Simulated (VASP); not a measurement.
# TePb (Fm-3m) in VASP: notebook

TePb is run at these levels: PBEsol; tasks: single point, relaxation of cell and atoms.

All numbers are computed with VASP 6.6.1; they aren't measurements. Logs are shortened: lines on timing, memory, paths and dates and some standing lists are left out, and cuts for length are marked.

## 1. The cell of the first run

Symmetry: Fm-3m, No. 225, cubic system. The conventional cell has a = 6.443 Å, b = 6.443 Å, c = 6.443 Å, α = 90.00°, β = 90.00°, γ = 90.00°. Te (site symmetry m-3m) has 6 Pb at 3.22 Å within 4.2 Å. Within 4.2 Å of Pb (site symmetry m-3m) lie 6 Te at 3.22 Å.

## 2. Single point, PBEsol

INCAR

```
PREC = Accurate ; ENCUT = 500
EDIFF = 1E-6 ; ISMEAR = 0
SIGMA = 0.01 ; LREAL = False
LASPH = True ; NELM = 120
ALGO = Normal ; ISIF = 2
LWAVE = False ; LCHARG = True
GGA = PS ; LELF = True
LVHAR = True ; NBANDS = 17
GGA_COMPAT = False
```

KPOINTS

```
regular mesh
0
Gamma
  4 4 4
```

POSCAR

```
TePb
1.0
    0.0000000000      3.2215483649      3.2215483649
    3.2215483649      0.0000000000      3.2215483649
    3.2215483649      3.2215483649      0.0000000000
Te Pb
1 1
Direct
    0.5000000000      0.5000000000      0.5000000000
    0.0000000000      0.0000000000      0.0000000000
```

Potentials or basis: VASP PAW PBE potentials, release 64 (Te, Pb_d).

Started as:

```
$ cat potpaw_PBE.64/Te/POTCAR potpaw_PBE.64/Pb_d/POTCAR > POTCAR
$ mpirun -np 1 vasp_std > vasp.out
```

OUTCAR:

```text
PREC = Accurate
   ENCUT = 500
   EDIFF = 1E-6
   ISMEAR = 0
   LREAL = False
   LASPH = True
   NELM = 120
   ISIF = 2
   GGA = PS

 ion  position               nearest neighbor table
   1  0.500  0.500  0.500-   2 3.22   2 3.22   2 3.22   2 3.22   2 3.22   2 3.22
   2  0.000  0.000  0.000-   1 3.22   1 3.22   1 3.22   1 3.22   1 3.22   1 3.22

  LATTYP: Found a face centered cubic cell.
 ALAT       =     6.4430967298

  Lattice vectors:

 A1 = (   0.0000000000,   3.2215483649,   3.2215483649)
 A2 = (   3.2215483649,   0.0000000000,   3.2215483649)
 A3 = (   3.2215483649,   3.2215483649,   0.0000000000)

Analysis of symmetry for initial positions (statically):
=====================================================================
 Subroutine PRICEL returns:
 Original cell was already a primitive cell.

 Routine SETGRP: Setting up the symmetry group for a
 face centered cubic supercell.

 Subroutine GETGRP returns: Found 48 space group operations
 (whereof 48 operations were pure point group operations)
 out of a pool of 48 trial point group operations.

The static configuration has the point symmetry O_h .

Analysis of symmetry for dynamics (positions and initial velocities):
=====================================================================
 Subroutine PRICEL returns:
 Original cell was already a primitive cell.

 Routine SETGRP: Setting up the symmetry group for a
 face centered cubic supercell.

 Subroutine GETGRP returns: Found 48 space group operations
 (whereof 48 operations were pure point group operations)
 out of a pool of 48 trial point group operations.

The dynamic configuration has the point symmetry O_h .

 Subroutine INISYM returns: Found 48 space group operations
 (whereof 48 operations are pure point group operations),
 and found     1 'primitive' translations

----------------------------------------------------------------------------------------

                                     Primitive cell

  volume of cell :      66.8689

  direct lattice vectors                    reciprocal lattice vectors
     0.000000000  3.221548365  3.221548365    -0.155204871  0.155204871  0.155204871
     3.221548365  0.000000000  3.221548365     0.155204871 -0.155204871  0.155204871
     3.221548365  3.221548365  0.000000000     0.155204871  0.155204871 -0.155204871

  length of vectors
     4.555957389  4.555957389  4.555957389     0.268822723  0.268822723  0.268822723

  position of ions in fractional coordinates (direct lattice)
     0.500000000  0.500000000  0.500000000
     0.000000000  0.000000000  0.000000000

  ion indices of the primitive-cell ions
   primitive index   ion index
                 1           1
                 2           2

----------------------------------------------------------------------------------------

 KPOINTS: regular mesh

Automatic generation of k-mesh.
 Grid dimensions read from file:
 generate k-points for:    4    4    4

 Generating k-lattice:

  Cartesian coordinates                     Fractional coordinates (reciprocal lattice)
    -0.038801218  0.038801218  0.038801218     0.250000000  0.000000000  0.000000000
     0.038801218 -0.038801218  0.038801218     0.000000000  0.250000000  0.000000000
     0.038801218  0.038801218 -0.038801218     0.000000000  0.000000000  0.250000000

  Length of vectors
     0.067205681  0.067205681  0.067205681

  Shift w.r.t. Gamma in fractional coordinates (k-lattice)
     0.000000000  0.000000000  0.000000000

 Subroutine IBZKPT returns following result:
 ===========================================

 Found      8 irreducible k-points:

 Following reciprocal coordinates:
            Coordinates               Weight
  0.000000  0.000000  0.000000      1.000000
  0.250000  0.000000  0.000000      8.000000
  0.500000  0.000000  0.000000      4.000000
  0.250000  0.250000  0.000000      6.000000
  0.500000  0.250000  0.000000     24.000000
 -0.250000  0.250000  0.000000     12.000000
  0.500000  0.500000  0.000000      3.000000
 -0.250000  0.500000  0.250000      6.000000
   k-points           NKPTS =      8   k-points in BZ     NKDIM =      8   number of bands    NBANDS=     17
   number of dos      NEDOS =    301   number of ions     NIONS =      2
   total plane-waves  NPLWV =  46656
   dimension x,y,z NGX =    36 NGY =   36 NGZ =   36
   dimension x,y,z NGXF=    72 NGYF=   72 NGZF=   72
   ions per type =               1   1
   NGX,Y,Z   is equivalent  to a cutoff of  13.14, 13.14, 13.14 a.u.
   NGXF,Y,Z  is equivalent  to a cutoff of  26.27, 26.27, 26.27 a.u.
 SYSTEM =  unknown system
   PREC   = accura    normal or accurate (medium, high low for compatibility)
   ISTART =      0    job   : 0-new  1-cont  2-samecut
   ICHARG =      2    charge: 1-file 2-atom 10-const
   ISPIN  =      1    spin polarized calculation?
   LNONCOLLINEAR =      F non collinear calculations
   LSORBIT =      F    spin-orbit coupling
   LASPH  =      T    aspherical Exc in radial PAW
   ENCUT  =  500.0 eV  36.75 Ry    6.06 a.u.   8.31  8.31  8.31*2*pi/ulx,y,z
   NELM   =    120;   NELMIN=  2; NELMDL= -5     # of ELM steps
   EDIFF  = 0.1E-05   stopping-criterion for ELM
   LREAL  =      F    real-space projection
   EDIFFG = 0.1E-04   stopping-criterion for IOM
   NSW    =      0    number of steps for IOM
   IBRION =     -1    ionic relax: 0-MD 1-quasi-New 2-CG
   NFREE  =      0    steps in history (QN), initial steepest desc. (CG)
   ISIF   =      2    stress and relaxation
   ISYM   =      2    0-nonsym 1-usesym 2-fastsym
   POTIM  = 0.5000    time-step for ionic-motion
   TEBEG  =    0.0;   TEEND  =   0.0 temperature during run
   PSTRESS=    0.0 pullay stress
   NELECT =      20.0000    total number of electrons
   NUPDOWN=      -1.0000    fix difference up-down
   EMIN   =  10.00;   EMAX   =-10.00  energy-range for DOS
   EFERMI =   0.00;   METHOD = LEGACY
   ISMEAR =     0;   SIGMA  =   0.01  broadening in eV -4-tet -1-fermi 0-gaus
   EFERMI_NEDOS =   21; number of points for ismear=-14 and -15
   IALGO  =     38    algorithm
   IMIX   =      4    mixing-type and parameters
     AMIX     =   0.40;   BMIX     =  1.00
     AMIX_MAG =   1.60;   BMIX_MAG =  1.00
  volume/ion in A,a.u.               =      33.43       225.63
  Fermi-wavevector in a.u.,A,eV,Ry     =   1.094822  2.068914 16.308422  1.198635
  Thomas-Fermi vector in A             =   2.231134
   LORBIT       =      0    0 simple, 1 ext, 2 COOP (PROOUT), +10 PAW based schemes
   GGA     = PS    functional components
   LHFCALC =     F    Hartree Fock is set to
   AEXX    =    0.0000 exact exchange contribution
   IVDW    =     0    specifies the selected vdW correction
   LEPSILON=     F    determine dielectric tensor
   LRPA    =     F    only Hartree local field effects (RPA)
 non-spin polarized calculation
 Gauss-broadening in eV      SIGMA  =   0.01
  energy-cutoff  :      500.00
  volume of cell :       66.87
 maximum number of plane-waves:      1708
 NGX is ok and might be reduce to    36
   NGX = 17   NGY = 17   NGZ = 17

 number of electron      20.0000002 magnetization

 Free energy of the ion-electron system (eV)
  ---------------------------------------------------
  ext. energy  EPLUGINS =         0.00000000
  ---------------------------------------------------
  free energy    TOTEN  =        -8.25238223 eV

  energy without entropy =       -8.25238223  energy(sigma->0) =       -8.25238223

 E-fermi :   5.6462     XC(G=0):  -9.5127

 val. band max:        5.5716166890   @ k =   0.5000   0.0000   0.0000
 cond. band min:       6.2210619213   @ k =   0.5000   0.0000   0.0000
 fundamental gap:      0.6494452324
 Fermi energy:         5.6462212125

 k-point     1 :       0.0000    0.0000    0.0000
  band No.  band energies     occupation
      1     -11.0777      2.00000
      2     -11.0777      2.00000
      3     -11.0656      2.00000
      4     -11.0656      2.00000
      5     -11.0656      2.00000
      6      -6.5362      2.00000
[... 9 lines left out ...]
     16      11.3100      0.00000
     17      12.7718      0.00000

 k-point     2 :       0.2500    0.0000    0.0000
  band No.  band energies     occupation
      1     -11.0851      2.00000
      2     -11.0851      2.00000
      3     -11.0644      2.00000
      4     -11.0570      2.00000
      5     -11.0570      2.00000
      6      -6.0084      2.00000
[... 9 lines left out ...]
     16      12.4135      0.00000
     17      15.7963      0.00000

 k-point     3 :       0.5000    0.0000    0.0000
  band No.  band energies     occupation
      1     -11.0934      2.00000
      2     -11.0934      2.00000
      3     -11.0634      2.00000
      4     -11.0474      2.00000
      5     -11.0474      2.00000
      6      -5.0714      2.00000
[... 9 lines left out ...]
     16      14.8086      0.00000
     17      14.8086      0.00000

 k-point     4 :       0.2500    0.2500    0.0000
  band No.  band energies     occupation
      1     -11.1053      2.00000
      2     -11.0718      2.00000
      3     -11.0710      2.00000
      4     -11.0524      2.00000
      5     -11.0524      2.00000
      6      -5.8407      2.00000
[... 9 lines left out ...]
     16      13.9732      0.00000
     17      13.9781      0.00000

 k-point     5 :       0.5000    0.2500    0.0000
  band No.  band energies     occupation
      1     -11.1178      2.00000
      2     -11.0788      2.00000
      3     -11.0660      2.00000
      4     -11.0481      2.00000
      5     -11.0436      2.00000
      6      -4.9692      2.00000
[... 9 lines left out ...]
     16      15.2110      0.00000
     17      16.0084      0.00000

 k-point     6 :      -0.2500    0.2500    0.0000
  band No.  band energies     occupation
      1     -11.0982      2.00000
      2     -11.0890      2.00000
      3     -11.0588      2.00000
      4     -11.0529      2.00000
      5     -11.0514      2.00000
      6      -5.2591      2.00000
[... 9 lines left out ...]
     16      14.1157      0.00000
     17      14.9468      0.00000

 k-point     7 :       0.5000    0.5000    0.0000
  band No.  band energies     occupation
      1     -11.1447      2.00000
      2     -11.0763      2.00000
      3     -11.0658      2.00000
      4     -11.0380      2.00000
      5     -11.0380      2.00000
      6      -4.8113      2.00000
[... 9 lines left out ...]
     16      16.5110      0.00000
     17      16.5652      0.00000

 k-point     8 :      -0.2500    0.5000    0.2500
  band No.  band energies     occupation
      1     -11.1250      2.00000
      2     -11.0795      2.00000
      3     -11.0578      2.00000
      4     -11.0578      2.00000
      5     -11.0381      2.00000
      6      -4.6492      2.00000
[... 9 lines left out ...]
     16      16.6498      0.00000
     17      16.6740      0.00000

------------------------ aborting loop because EDIFF is reached ----------------------------------------

  FORCE on cell =-STRESS in cart. coord.  units (eV):
  Direction    XX          YY          ZZ          XY          YZ          ZX
  --------------------------------------------------------------------------------------
  -------------------------------------------------------------------------------------
  Total       -0.0117479     -0.0117479     -0.0117479     -0.0000000     -0.0000000     -0.0000000
  in kB       -0.2814786     -0.2814786     -0.2814786     -0.0000000     -0.0000000     -0.0000000
  external PRESSURE =      -0.2814786 kB  Pullay stress =       0.0000000 kB

 VOLUME and BASIS-vectors are now :
 -----------------------------------------------------------------------------
  energy-cutoff  :      500.00
  volume of cell :       66.87
      direct lattice vectors                 reciprocal lattice vectors
     0.000000000  3.221548365  3.221548365    -0.155204871  0.155204871  0.155204871
     3.221548365  0.000000000  3.221548365     0.155204871 -0.155204871  0.155204871
     3.221548365  3.221548365  0.000000000     0.155204871  0.155204871 -0.155204871

 POSITION                                       TOTAL-FORCE (eV/Angst)
 -----------------------------------------------------------------------------------
      3.22155      3.22155      3.22155         0.000000     -0.000000     -0.000000
      0.00000      0.00000      0.00000        -0.000000      0.000000      0.000000
 -----------------------------------------------------------------------------------
    total drift:                               -0.000000      0.000000      0.000000

  FREE ENERGIE OF THE ION-ELECTRON SYSTEM (eV)
  ---------------------------------------------------
  free  energy   TOTEN  =        -8.2523822294 eV

  energy  without entropy=       -8.2523822294  energy(sigma->0) =       -8.25238223
```

Run time: 23 s. Hardware: 1 thread of AMD EPYC 7R13, shared host; peak memory 0.17 GiB.

What came out:

| Quantity | Value |
| --- | --- |
| Free energy | -8.2524 eV |
| Pressure | 0.0 GPa |
| Band gap on the k mesh | 0.65 eV, direct |

Levels at points of the mesh, in eV from the valence-band top:
```csv
k point,band 6,band 7,band 8,band 9,band 10,band 11,band 12,band 13,band 14,band 15
"(0.00, 0.00, 0.00)",-12.11,-5.59,-1.37,-1.37,-1.37,4.07,4.07,4.07,5.74,5.74
"(0.50, 0.00, 0.00)",-10.64,-8.65,-0.90,-0.90,0.00,0.65,1.22,1.22,8.30,9.21
"(0.50, 0.50, 0.00)",-10.38,-7.32,-4.59,-2.85,-2.85,3.17,5.49,5.49,6.73,10.15
```

Caveat: the k points lie up to 0.42 Å⁻¹ apart; the PAW data sets were made with another functional, which shifts forces and pressure a little; spin-orbit coupling is left out, which moves the levels of the heavy elements. A k mesh can miss the band edges.

## 3. Single point, PBEsol

INCAR

```
PREC = Accurate
ENCUT = 500
EDIFF = 1E-6
ISMEAR = 0
SIGMA = 0.01
LREAL = False
LASPH = True
NELM = 120
ALGO = Normal
ISIF = 2
LWAVE = False
LCHARG = False
GGA = PS
NBANDS = 17
GGA_COMPAT = False
```

KPOINTS

```
Automatic mesh
0
Gamma
  5 5 5
```

POSCAR is that of step 2.

Potentials or basis: VASP PAW PBE potentials, release 64 (Te, Pb_d).

Started as:

```
$ cat potpaw_PBE.64/Te/POTCAR potpaw_PBE.64/Pb_d/POTCAR > POTCAR
$ mpirun -np 1 vasp_std > vasp.out
```

It took 22 s on 1 thread of AMD EPYC 7R13, shared host; peak memory 0.17 GiB.

It converged, with:

* Free energy: -8.2611 eV
* Pressure: -0.1 GPa

Levels at points of the mesh, in eV from the Fermi level:
```tsv
k point	band 6	band 7	band 8	band 9	band 10	band 11	band 12	band 13	band 14	band 15
(0.00, 0.00, 0.00)	-12.00	-5.48	-1.26	-1.26	-1.26	4.18	4.18	4.18	5.85	5.85
```

Caveat: this odd mesh misses L, where the gap lies, so gap, dielectric constants and Born charges aren't listed; the PAW data sets were made with another functional, which shifts forces and pressure a little; spin-orbit coupling is left out, which moves the levels of the heavy elements.

(Continued in part 2 of 2.)
